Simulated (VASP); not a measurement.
# SiAs3 (R-3m) in VASP: notebook

The runs below take SiAs3 through single point, relaxation of cell and atoms, with PBE.

All numbers are computed with VASP 6.6.1; they aren't measurements. Logs are shortened: lines on timing, memory, paths and dates and some standing lists are left out, and cuts for length are marked.

### Step 1. The cell of the first run

The structure is trigonal, space group R-3m (No. 166). Conventional cell: a = 7.426 Å, b = 7.426 Å, c = 10.581 Å, α = 90.00°, β = 90.00°, γ = 120.00°. Within 3.3 Å of Si (site symmetry 3m) lie 6 As at 2.50 to 3.10 Å. As (site symmetry m) has 4 As at 2.49 to 3.13 Å and 2 Si at 2.50 to 3.10 Å within 3.3 Å.

The cell was generated, and may not be a known phase.

### Step 2. Single point, PBE

Input file INCAR:

```
SYSTEM = SiAs3
ALGO = Normal
EDIFF = 1E-6
ENCUT = 600
GGA = PE
GGA_COMPAT = .FALSE.
ISIF = 2
ISMEAR = 0
LASPH = .TRUE.
LCHARG = .FALSE.
LREAL = .FALSE.
LWAVE = .FALSE.
NBANDS = 59
NELM = 120
PREC = Accurate
SIGMA = 0.1
```

Input file KPOINTS:

```
k-points
0
G
  6 6 6
  0 0 0
```

Input file POSCAR:

```
SiAs3
1.0
    3.7132171286      2.1438269087      3.5270423270
   -3.7132171286      2.1438269087      3.5270423270
    0.0000000000     -4.2876538175      3.5270423270
Si As
2 6
Direct
    0.2701397600      0.2701397600      0.2701397600
    0.7298602400      0.7298602400      0.7298602400
    0.7738333394      0.2758794638      0.7738333394
    0.7738333394      0.7738333394      0.2758794638
    0.2758794638      0.7738333394      0.7738333394
    0.2261666606      0.7241205362      0.2261666606
    0.7241205362      0.2261666606      0.2261666606
    0.2261666606      0.2261666606      0.7241205362
```

Potentials or basis: VASP PAW PBE potentials, release 64 (Si, As_d).

Launch:

```
cat potpaw_PBE.64/Si/POTCAR potpaw_PBE.64/As_d/POTCAR > POTCAR
mpirun -np 1 vasp_std > vasp.out
```

OUTCAR:

```text
SYSTEM = SiAs3
   EDIFF = 1E-6
   ENCUT = 600
   GGA = PE
   ISIF = 2
   ISMEAR = 0
   LASPH = .TRUE.
   LREAL = .FALSE.
   NELM = 120
   PREC = Accurate

 ion  position               nearest neighbor table
   1  0.270  0.270  0.270-   6 2.50   7 2.50   8 2.50
   2  0.730  0.730  0.730-   3 2.50   5 2.50   4 2.50
   3  0.774  0.276  0.774-   8 2.49   7 2.49   2 2.50
   4  0.774  0.774  0.276-   6 2.49   7 2.49   2 2.50
   5  0.276  0.774  0.774-   8 2.49   6 2.49   2 2.50
   6  0.226  0.724  0.226-   4 2.49   5 2.49   1 2.50
   7  0.724  0.226  0.226-   4 2.49   3 2.49   1 2.50
   8  0.226  0.226  0.724-   3 2.49   5 2.49   1 2.50

  LATTYP: Found a trigonal (rhomboedric) cell.
 ALAT       =     5.5519368544
 COS(alpha) =     0.1053737233

  Lattice vectors:

 A1 = (   3.7132171286,   2.1438269087,   3.5270423270)
 A2 = (  -3.7132171286,   2.1438269087,   3.5270423270)
 A3 = (   0.0000000000,  -4.2876538175,   3.5270423270)

Analysis of symmetry for initial positions (statically):
=====================================================================
 Subroutine PRICEL returns:
 Original cell was already a primitive cell.

 Routine SETGRP: Setting up the symmetry group for a
 trigonal (rhombohedral) supercell.

 Subroutine GETGRP returns: Found 12 space group operations
 (whereof 12 operations were pure point group operations)
 out of a pool of 12 trial point group operations.

The static configuration has the point symmetry D_3d.

Analysis of symmetry for dynamics (positions and initial velocities):
=====================================================================
 Subroutine PRICEL returns:
 Original cell was already a primitive cell.

 Routine SETGRP: Setting up the symmetry group for a
 trigonal (rhombohedral) supercell.

 Subroutine GETGRP returns: Found 12 space group operations
 (whereof 12 operations were pure point group operations)
 out of a pool of 12 trial point group operations.

The dynamic configuration has the point symmetry D_3d.

 Subroutine INISYM returns: Found 12 space group operations
 (whereof 12 operations are pure point group operations),
 and found     1 'primitive' translations

----------------------------------------------------------------------------------------

                                     Primitive cell

  volume of cell :     168.4620

[... 104 lines left out ...]
   IBRION =     -1    ionic relax: 0-MD 1-quasi-New 2-CG
   NFREE  =      0    steps in history (QN), initial steepest desc. (CG)
   ISIF   =      2    stress and relaxation
   ISYM   =      2    0-nonsym 1-usesym 2-fastsym
   POTIM  = 0.5000    time-step for ionic-motion
   TEBEG  =    0.0;   TEEND  =   0.0 temperature during run
   PSTRESS=    0.0 pullay stress
   NELECT =      98.0000    total number of electrons
   NUPDOWN=      -1.0000    fix difference up-down
   EMIN   =  10.00;   EMAX   =-10.00  energy-range for DOS
   EFERMI =   0.00;   METHOD = LEGACY
   ISMEAR =     0;   SIGMA  =   0.10  broadening in eV -4-tet -1-fermi 0-gaus
   EFERMI_NEDOS =   21; number of points for ismear=-14 and -15
   IALGO  =     38    algorithm
   IMIX   =      4    mixing-type and parameters
     AMIX     =   0.40;   BMIX     =  1.00
     AMIX_MAG =   1.60;   BMIX_MAG =  1.00
  volume/ion in A,a.u.               =      21.06       142.10
  Fermi-wavevector in a.u.,A,eV,Ry     =   1.366626  2.582548 25.411129  1.867665
  Thomas-Fermi vector in A             =   2.492750
   LORBIT       =      0    0 simple, 1 ext, 2 COOP (PROOUT), +10 PAW based schemes
   GGA     = PE    functional components
   LHFCALC =     F    Hartree Fock is set to
   AEXX    =    0.0000 exact exchange contribution
   IVDW    =     0    specifies the selected vdW correction
   LEPSILON=     F    determine dielectric tensor
   LRPA    =     F    only Hartree local field effects (RPA)
 non-spin polarized calculation
 Gauss-broadening in eV      SIGMA  =   0.10
  energy-cutoff  :      600.00
  volume of cell :      168.46
 maximum number of plane-waves:      5640
 NGX is ok and might be reduce to    48
   NGX = 23   NGY = 23   NGZ = 23

 number of electron      97.9999976 magnetization

 Free energy of the ion-electron system (eV)
  ---------------------------------------------------
  ext. energy  EPLUGINS =         0.00000000
  ---------------------------------------------------
  free energy    TOTEN  =       -38.21253976 eV

  energy without entropy =      -38.20245599  energy(sigma->0) =      -38.20749788

 E-fermi :   4.1076     XC(G=0): -10.4545

 val. band max:        4.0932245833   @ k =  -0.1667   0.3333   0.1667
 cond. band min:       4.1779247797   @ k =  -0.3333   0.3333   0.0000
 fundamental gap:      0.0847001964
 Fermi energy:         4.1076180913

 k-point     1 :       0.0000    0.0000    0.0000
  band No.  band energies     occupation
      1     -31.8513      2.00000
      2     -31.8286      2.00000
      3     -31.8286      2.00000
      4     -31.7873      2.00000
      5     -31.7873      2.00000
      6     -31.7830      2.00000
[... 1477 lines left out ...]
     58       8.1412      0.00000
     59       8.2384      0.00000

 [... further k-points ...]

------------------------ aborting loop because EDIFF is reached ----------------------------------------

  FORCE on cell =-STRESS in cart. coord.  units (eV):
  Direction    XX          YY          ZZ          XY          YZ          ZX
  --------------------------------------------------------------------------------------
  -------------------------------------------------------------------------------------
  Total        0.0288146      0.0288146      0.0181381      0.0000000     -0.0000000     -0.0000000
  in kB        0.2740448      0.2740448      0.1725044      0.0000000     -0.0000000     -0.0000000
  external PRESSURE =       0.2401980 kB  Pullay stress =       0.0000000 kB

 VOLUME and BASIS-vectors are now :
 -----------------------------------------------------------------------------
  energy-cutoff  :      600.00
  volume of cell :      168.46
      direct lattice vectors                 reciprocal lattice vectors
     3.713217129  2.143826909  3.527042327     0.134654124  0.077742595  0.094507891
    -3.713217129  2.143826909  3.527042327    -0.134654124  0.077742595  0.094507891
     0.000000000 -4.287653817  3.527042327     0.000000000 -0.155485190  0.094507891

 POSITION                                       TOTAL-FORCE (eV/Angst)
 -----------------------------------------------------------------------------------
      0.00000     -0.00000      2.85838         0.000000     -0.000000      0.006206
      0.00000     -0.00000      7.72274         0.000000      0.000000     -0.006206
      1.84901     -1.06753      6.43172        -0.006255      0.003611     -0.001988
      0.00000      2.13505      6.43172         0.000000     -0.007222     -0.001988
     -1.84901     -1.06753      6.43172         0.006255      0.003611     -0.001988
     -1.84901      1.06753      4.14940         0.006255     -0.003611      0.001988
      1.84901      1.06753      4.14940        -0.006255     -0.003611      0.001988
      0.00000     -2.13505      4.14940         0.000000      0.007222      0.001988
 -----------------------------------------------------------------------------------
    total drift:                               -0.000000     -0.000000      0.000000

  FREE ENERGIE OF THE ION-ELECTRON SYSTEM (eV)
  ---------------------------------------------------
  free  energy   TOTEN  =       -38.2125397608 eV

  energy  without entropy=      -38.2024559924  energy(sigma->0) =      -38.20749788
```

stdout:

```text
POSCAR found type information on POSCAR SiAs
 POSCAR found :  2 types and       8 ions
 scaLAPACK will be used
 LDA part: xc-table for (Slater+PW92), standard interpolation
 POSCAR, INCAR and KPOINTS ok, starting setup
 FFT: planning ... GRIDC
 FFT: planning ... GRID_SOFT
 FFT: planning ... GRID
 WAVECAR not read
 entering main loop
```

Wall time 4.3 min (1 thread of AMD EPYC 7R13 (Zen 3), shared host); peak memory 0.46 GiB.

Results:

- Free energy: -38.2125 eV
- Pressure: 0.0 GPa
- Largest force: 0.007 eV/Å
- Band gap on the k mesh: zero (bands 49 and 50 overlap by 1.61 eV)

Forces on the atoms (eV/Å):
```
Si   0.000  0.000  0.006
Si   0.000  0.000 -0.006
As  -0.006  0.004 -0.002
As   0.000 -0.007 -0.002
As   0.006  0.004 -0.002
As   0.006 -0.004  0.002
As  -0.006 -0.004  0.002
As   0.000  0.007  0.002
```

Levels at points of the mesh, in eV from the Fermi level:
| k point | band 46 | band 47 | band 48 | band 49 | band 50 | band 51 | band 52 | band 53 |
| --- | --- | --- | --- | --- | --- | --- | --- | --- |
| (0.00, 0.00, 0.00) | -3.02 | -3.02 | -1.95 | -1.11 | -1.11 | 1.77 | 1.77 | 2.21 |
| (0.50, 0.00, 0.00) | -2.34 | -1.47 | -0.94 | -0.82 | 0.25 | 1.79 | 2.40 | 2.46 |
| (0.50, 0.50, 0.00) | -1.49 | -1.35 | -1.33 | 0.11 | 0.17 | 1.49 | 2.01 | 2.10 |
| (0.50, 0.50, 0.50) | -0.95 | 0.08 | 0.08 | 0.27 | 0.27 | 0.30 | 0.74 | 0.74 |

### Step 3. Single point, PBE

Input file INCAR:

```
  PREC = Accurate
  ENCUT = 600
  EDIFF = 1E-6
  ISMEAR = 0
  SIGMA = 0.1
  LREAL = False
  LASPH = True
  NELM = 120
  ALGO = Normal
  ISIF = 2
  LWAVE = False
  LCHARG = True
  GGA = PE
  LELF = True
  LVHAR = True
  NBANDS = 59
  GGA_COMPAT = False
```

Input file KPOINTS:

```
regular mesh
0
Gamma
  6 6 6
```

POSCAR is that of step 2.

Potentials or basis: VASP PAW PBE potentials, release 64 (Si, As_d).

Launch:

```
cat potpaw_PBE.64/Si/POTCAR potpaw_PBE.64/As_d/POTCAR > POTCAR
mpirun -np 1 vasp_std > vasp.out
```

It took 3.1 min on 1 thread of Intel Xeon Platinum 8559C (Emerald Rapids), shared host; peak memory 0.49 GiB.

Results (log left out):

- Free energy: -38.2125 eV
- Pressure: 0.0 GPa
- Largest force: 0.007 eV/Å
- Band gap on the k mesh: zero (bands 49 and 50 overlap by 1.61 eV)

Forces on the atoms (eV/Å):
```
Si   0.000  0.000  0.006
Si   0.000  0.000 -0.006
As  -0.006  0.004 -0.002
As   0.000 -0.007 -0.002
As   0.006  0.004 -0.002
As   0.006 -0.004  0.002
As  -0.006 -0.004  0.002
As   0.000  0.007  0.002
```

Levels at points of the mesh, in eV from the Fermi level:
```tsv
k point	band 45	band 46	band 47	band 48	band 49	band 50	band 51	band 52	band 53	band 54
(0.00, 0.00, 0.00)	-3.05	-3.02	-3.02	-1.95	-1.11	-1.11	1.77	1.77	2.21	2.50
(0.50, 0.00, 0.00)	-2.48	-2.34	-1.47	-0.94	-0.82	0.25	1.79	2.40	2.46	2.75
(0.50, 0.50, 0.00)	-1.50	-1.49	-1.35	-1.33	0.11	0.17	1.49	2.01	2.10	2.24
(0.50, 0.50, 0.50)	-0.95	-0.95	0.08	0.08	0.27	0.27	0.30	0.74	0.74	1.47
```

### Step 4. Relaxation of cell and atoms, PBE

This run uses another cell than the first one, of 19.73 Å³/atom.

Input file INCAR:

```
SYSTEM = SiAs3
PREC     = Accurate       ! precision mode
ENCUT    = 600            ! plane-wave cutoff, eV
EDIFF    = 1E-6           ! SCF threshold, eV
ISMEAR   = 0              ! smearing method
SIGMA    = 0.1            ! smearing width, eV
LREAL    = .False.        ! projectors in reciprocal space
LASPH    = .True.         ! aspherical terms in the spheres
NELM     = 60             ! most SCF steps
ALGO     = Normal         ! electronic algorithm
ISIF     = 3              ! what is computed and relaxed
LWAVE    = .False.        ! write WAVECAR
LCHARG   = .False.        ! write CHGCAR
GGA      = PE             ! functional
IBRION   = 2              ! ionic algorithm
NSW      = 100            ! ionic steps
EDIFFG   = -0.01          ! ionic threshold
```

Input file KPOINTS:

```
regular mesh
0
Gamma
  6 6 6
  0 0 0
```

Input file POSCAR:

```
SiAs3
1.0
    3.7709061610      2.1771336871      3.2048544067
   -3.7709061610      2.1771336871      3.2048544067
    0.0000000000     -4.3542673743      3.2048544067
Si As
2 6
Direct
    0.2613596000      0.2613596000      0.2613596000
    0.7386404000      0.7386404000      0.7386404000
    0.7657655906      0.2667279077      0.7657655906
    0.7657655906      0.7657655906      0.2667279077
    0.2667279077      0.7657655906      0.7657655906
    0.2342344094      0.7332720923      0.2342344094
    0.7332720923      0.2342344094      0.2342344094
    0.2342344094      0.2342344094      0.7332720923
```

Potentials or basis: VASP PAW PBE potentials, release 64 (Si, As).

Launch:

```
cat potpaw_PBE.64/Si/POTCAR potpaw_PBE.64/As/POTCAR > POTCAR
mpirun -np 1 vasp_std > vasp.out
```

It took 11 min on 1 thread of Intel Xeon 6975P-C (Granite Rapids), shared host; peak memory 0.4 GiB.

It converged, with:

| Quantity | Value |
| --- | --- |
| Free energy | -38.1448 eV |
| Relaxed volume | 21.04 Å³/atom |
| Relaxed cell | a = 5.548 Å, b = 5.548 Å, c = 5.548 Å, α = 84.18°, β = 84.18°, γ = 84.18° |
| Space group after relaxing (to 0.1 Å) | R-3m (No. 166) |
| Energy gained by relaxing | 24.4 meV/atom |
| Ionic steps | 11 |
| Pressure after relaxing | 0.0 GPa |
| Largest force after relaxing | 0.006 eV/Å |
| Band gap on the k mesh | zero (bands 19 and 20 overlap by 1.59 eV) |

Forces on the atoms (eV/Å):
```
Si   0.000  0.000 -0.006
Si   0.000  0.000  0.006
As   0.004 -0.002  0.001
As   0.000  0.004  0.001
As  -0.004 -0.002  0.001
As  -0.004  0.002 -0.001
As   0.004  0.002 -0.001
As   0.000 -0.004 -0.001
```

Step by step:
```tsv
step	energy change (eV)	largest force (eV/Å)	pressure (GPa)	volume (Å³)
1	0.0000	0.2583	0.55	157.87
2	-0.0404	0.2155	0.24	159.41
3	-0.0879	0.3877	-0.40	163.62
4	-0.1197	0.3404	0.20	163.88
5	-0.1335	0.3442	0.79	164.10
6	-0.1699	0.2306	0.23	166.18
7	-0.1904	0.0787	-0.40	169.25
8	-0.1948	0.0486	0.05	168.30
9	-0.1949	0.0439	0.16	168.08
10	-0.1953	0.0219	-0.07	168.44
11	-0.1954	0.0061	-0.01	168.33
```

Final structure:
```xyz
8
Lattice="3.7191 2.1472 3.5131 -3.7191 2.1472 3.5131 0.0000 -4.2945 3.5131" Properties=species:S:1:pos:R:3 pbc="T T T"
Si    0.0000    0.0000    2.8444
Si    0.0000    0.0000    7.6949
As    1.8511   -1.0687    6.4018
As    0.0000    2.1374    6.4018
As   -1.8511   -1.0687    6.4018
As   -1.8511    1.0687    4.1375
As    1.8511    1.0687    4.1375
As    0.0000   -2.1374    4.1375
```

Levels at points of the mesh, in eV from the Fermi level:
| k point | band 16 | band 17 | band 18 | band 19 | band 20 | band 21 | band 22 | band 23 |
| --- | --- | --- | --- | --- | --- | --- | --- | --- |
| (0.00, 0.00, 0.00) | -3.03 | -3.03 | -1.92 | -1.12 | -1.12 | 1.78 | 1.78 | 2.21 |
| (0.50, 0.00, 0.00) | -2.36 | -1.47 | -0.95 | -0.79 | 0.27 | 1.75 | 2.40 | 2.48 |
| (0.50, 0.50, 0.00) | -1.47 | -1.33 | -1.30 | 0.09 | 0.15 | 1.48 | 2.01 | 2.10 |
| (0.50, 0.50, 0.50) | -0.95 | 0.10 | 0.10 | 0.26 | 0.26 | 0.28 | 0.73 | 0.73 |

### Step 5. Relaxation of cell and atoms, PBE

Input file INCAR:

```
PREC = Accurate
ENCUT = 600
EDIFF = 1E-6
ISMEAR = 0
SIGMA = 0.1
LREAL = False
LASPH = True
NELM = 100
ALGO = Normal
ISIF = 3
LWAVE = False
LCHARG = False
GGA = PE
IBRION = 2
NSW = 100
EDIFFG = -0.01
```

Input file KPOINTS:

```
regular mesh
0
Gamma
  6 6 6
```

Input file POSCAR:

```
SiAs3
1.0
    3.7132171286      2.1438269087      3.5270423270
   -3.7132171286      2.1438269087      3.5270423270
    0.0000000000     -4.2876538175      3.5270423270
Si As
2 6
Direct
    0.2701397600      0.2701397600      0.2701397600
    0.7298602400      0.7298602400      0.7298602400
    0.7738333394      0.2758794638      0.7738333394
    0.7738333394      0.7738333394      0.2758794638
    0.2758794638      0.7738333394      0.7738333394
    0.2261666606      0.7241205362      0.2261666606
    0.7241205362      0.2261666606      0.2261666606
    0.2261666606      0.2261666606      0.7241205362
```

Launch:

```
cat potpaw_PBE.64/Si/POTCAR potpaw_PBE.64/As/POTCAR > POTCAR
mpirun -np 1 vasp_std > vasp.out
```

It took 4 min on 1 thread of Intel Xeon 6975P-C (Granite Rapids), shared host; peak memory 0.4 GiB.

The run converged. Its results:

```yaml
Free_energy: -38.1451 eV
Relaxed_volume: 21.11 Å³/atom
Relaxed_cell: a = 5.557 Å, b = 5.557 Å, c = 5.557 Å, α = 83.96°, β = 83.96°, γ = 83.96°
Space_group_after_relaxing_to_0.1_Å: R-3m (No. 166)
Energy_gained_by_relaxing: 0.1 meV/atom
Ionic_steps: 6
Pressure_after_relaxing: 0.0 GPa
Largest_force_after_relaxing: 0.010 eV/Å
Band_gap_on_the_k_mesh: zero (bands 19 and 20 overlap by 1.60 eV)
```

Forces on the atoms (eV/Å):
```
Si   0.000  0.000  0.003
Si   0.000  0.000 -0.003
As  -0.006  0.004 -0.006
As   0.000 -0.007 -0.006
As   0.006  0.004 -0.006
As   0.006 -0.004  0.006
As  -0.006 -0.004  0.006
As   0.000  0.007  0.006
```

The path:
| step | energy change (eV) | largest force (eV/Å) | pressure (GPa) | volume (Å³) |
| --- | --- | --- | --- | --- |
| 1 | 0.0000 | 0.0484 | 0.22 | 168.46 |
| 2 | -0.0003 | 0.0171 | -0.19 | 169.17 |
| 3 | -0.0005 | 0.0109 | -0.03 | 168.89 |
| 4 | -0.0005 | 0.0102 | -0.03 | 168.90 |
| 5 | -0.0005 | 0.0098 | -0.11 | 169.03 |
| 6 | -0.0005 | 0.0096 | -0.04 | 168.90 |

Final structure:
```cif
data_structure
_symmetry_space_group_name_H-M 'P 1'
_symmetry_Int_Tables_number 1
_cell_length_a 5.5567
_cell_length_b 5.5567
_cell_length_c 5.5567
_cell_angle_alpha 83.963
_cell_angle_beta 83.963
_cell_angle_gamma 83.963
_cell_volume 168.90
loop_
_atom_site_label
_atom_site_type_symbol
_atom_site_fract_x
_atom_site_fract_y
_atom_site_fract_z
_atom_site_occupancy
Si1 Si 0.27008 0.27008 0.27008 1
Si2 Si 0.72992 0.72992 0.72992 1
As1 As 0.77366 0.27585 0.77366 1
As2 As 0.77366 0.77366 0.27585 1
As3 As 0.27585 0.77366 0.77366 1
As4 As 0.22634 0.72415 0.22634 1
As5 As 0.72415 0.22634 0.22634 1
As6 As 0.22634 0.22634 0.72415 1
```

Levels at points of the mesh, in eV from the Fermi level:
```csv
k point,band 17,band 18,band 19,band 20,band 21,band 22
"(0.00, 0.00, 0.00)",-3.01,-1.94,-1.10,-1.10,1.78,1.78
"(0.50, 0.00, 0.00)",-1.46,-0.94,-0.81,0.25,1.77,2.39
"(0.50, 0.50, 0.00)",-1.34,-1.32,0.11,0.17,1.49,2.01
"(0.50, 0.50, 0.50)",0.09,0.09,0.27,0.27,0.29,0.74
```

### Step 6. Summary

```csv
task,potentials or basis,cell,gap on the mesh (eV),pressure (GPa),relaxed volume (Å³/atom),largest force (eV/Å)
single point,"VASP PAW PBE potentials, release 64 (Si, As_d)","a = 5.552 Å, angles 84.0°, 8 atoms, atomic positions A",none,0.0,-,0.01
relaxation of cell and atoms,"VASP PAW PBE potentials, release 64 (Si, As)","relaxed from a = 5.407 Å, angles 88.4°, 8 atoms, atomic positions B",none,0.0,21.04,0.01
relaxation of cell and atoms,"VASP PAW PBE potentials, release 64 (Si, As)","relaxed from a = 5.552 Å, angles 84.0°, 8 atoms, atomic positions A",none,0.0,21.11,0.01
```

Alike in all rows: level PBE; no spin polarisation; k mesh 6 × 6 × 6; cutoff (eV) 600; smearing gaussian 0.1 eV.

Absolute energies hang on the potentials; compare differences alone.

The gap in the log of VASP goes by the Fermi energy; the results here count the filled bands.